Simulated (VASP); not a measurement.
Rh, 4 atoms in the cell. The structure is orthorhombic, space group Cmcm (No. 63). The conventional cell has a = 2.998 Å, b = 4.181 Å, c = 8.349 Å, α = 90.00°, β = 90.00°, γ = 90.00°. Rh (site symmetry 2/m) has 12 Rh at 2.51 to 3.00 Å within 3.3 Å. Rh (site symmetry m2m) has 12 Rh at 2.51 to 3.00 Å within 3.3 Å.  This cell differs from its parent crystal: strain +e along x and -e along y +0.1100, strain +e along z and -e/2 along x and y -0.0367.

```yaml
Program: VASP 6.6.1
Task: single point
Functional: LDA
Potentials_or_basis: VASP PAW LDA potentials, release 64 (Rh_pv)
Cutoff: 520 eV
k_mesh: 18 × 18 × 6
Occupations: gaussian, width 0.15 eV
Spin: no spin polarisation
Dipole_correction: no
Further_INCAR_settings: ALGO = Fast; EDIFF = 1e-06; NBANDS = 38
```

Potentials or basis: VASP PAW LDA potentials, release 64 (Rh_pv).

Launch:

```sh
$ cat potpaw_LDA.64/Rh_pv/POTCAR > POTCAR
$ mpirun -np 1 vasp_std > vasp.out
```

Hardware: 1 thread of AMD EPYC 7R13 Processor (Zen 3), on a shared host.

Question: How long does it take, and how much memory?

Answer: It took 9 min on 1 thread of AMD EPYC 7R13 Processor (Zen 3), with other jobs on the host, peak memory 0.51 GiB. Counts: scf iterations 14, k points 364.
